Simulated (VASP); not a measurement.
A run of VASP 6.6.1 is set up as follows.

Contents of INCAR:

```
SYSTEM = Sc
ALGO = Normal
EDIFF = 1E-6
ENCUT = 520
GGA = CA
ISIF = 2
ISMEAR = -1
LASPH = .TRUE.
LCHARG = .FALSE.
LREAL = .FALSE.
LWAVE = .FALSE.
NBANDS = 12
NELM = 100
PREC = Accurate
SIGMA = 0.05
```

Contents of KPOINTS:

```
k-points
0
G
  17 17 17
  0 0 0
```

POSCAR

```
Sc
1.0
   -1.5041281474      1.5041281474      1.5041281474
    1.5041281474     -1.5041281474      1.5041281474
    1.5041281474      1.5041281474     -1.5041281474
Sc
1
Direct
    0.0000000000      0.0000000000      0.0000000000
```

Potentials or basis: VASP PAW LDA potentials, release 64 (Sc_sv).

The run is started by

```console
$ cat potpaw_LDA.64/Sc_sv/POTCAR > POTCAR
$ mpirun -np 1 vasp_std > vasp.out
```

(1) Predict the pressure.

Results:

(1) 62.2 GPa.
